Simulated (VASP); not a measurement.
A run of VASP 6.6.1 is set up as follows.

The input INCAR:

```
SYSTEM = Co14NiW5
  PREC = Accurate
  ENCUT = 400
  EDIFF = 1E-6
  ISMEAR = -1
  SIGMA = 0.2025
  LREAL = Auto
  LASPH = .True.
  NELM = 120
  ALGO = Normal
  ISIF = 2
  LWAVE = .False.
  LCHARG = .True.
  GGA = PE
  LELF = .True.
  LVHAR = .True.
  NBANDS = 119
  ISYM = -1
  GGA_COMPAT = .False.
```

File KPOINTS:

```
explicit points
1
Reciprocal
  0.25000000   0.25000000   0.25000000 1
```

POSCAR

```
Co14NiW5
1.0
    6.4067140000     -0.0639040000     -0.2633820000
   -0.0639040000      6.1558140000      0.0545630000
   -0.2633820000      0.0545630000      6.6380590000
Co W Ni
14 5 1
Direct
    0.7337855070      1.0125379444      0.4603224808
    0.5320535240      0.2414509336      0.6444900586
    0.2395107320      0.5387109446      0.8051118754
    0.3132042444      0.3764867439      0.2340896810
    0.4461856196      0.6579480567      0.5162507054
    0.4831419660      0.1006947421      0.2058098143
    0.2744059714      0.7644282626      0.1377753790
   -0.0873566776      0.2034983281      0.8407840823
    0.9744061670      0.5301062069      0.1143309904
    0.6068875988      0.4203953437     -0.0407418436
    0.3270964524     -0.0042864775      0.4733707852
    0.6691220184      0.7547679529      0.1688221348
    0.8023873170      0.5696581841      0.7166382698
    0.3296724453      0.1202704526      0.8805207172
    0.0978510476      0.6570968704      0.4287330119
    0.0932348576      0.8483424725      0.7809250073
    0.6180364396      0.8888981196      0.8129961974
    0.9361611784      1.0440295358      0.1601600136
    0.7205357914      0.4228449868      0.3918045119
    0.1159955069      0.2311532402      0.5218595849
```

Potentials or basis: VASP PAW PBE potentials, release 64 (Co, W_sv, Ni).

The run is started by

```sh
$ cat potpaw_PBE.64/Co/POTCAR potpaw_PBE.64/W_sv/POTCAR potpaw_PBE.64/Ni/POTCAR > POTCAR
$ mpirun -np 1 vasp_std > vasp.out
```

Estimate the pressure.

-4.3 GPa.

Estimate the largest force.

3.559 eV/Å.

Forces on the atoms (eV/Å):
```
Co   0.976 -1.168  0.874
Co   0.220  2.011  0.398
Co   1.197 -2.876  0.748
Co  -0.915  1.739 -0.134
Co   2.705 -1.126  0.267
Co   2.315 -1.141 -1.626
Co   0.858  1.028 -0.673
Co  -0.720  0.403 -0.834
Co  -0.697 -0.901 -2.120
Co  -0.382 -0.434  1.297
Co   0.678 -1.740 -0.473
Co  -0.312  0.168  0.495
Co   0.818  0.165 -0.448
Co  -1.174  0.798  0.927
W   -2.423  0.157  0.141
W   -2.293  2.040  0.628
W   -0.083 -0.092  1.097
W    1.298 -0.249  0.579
W    0.507 -1.045 -2.119
Ni  -2.571  2.261  0.973
```

Caveat: the atoms stand as in a frame of molecular dynamics; spin-orbit coupling is left out, which moves the levels of the heavy elements; the run has no spin polarisation, though such a crystal can be magnetic. Spin polarisation is off, so any magnetic state and its effect on volume and gap are missing.
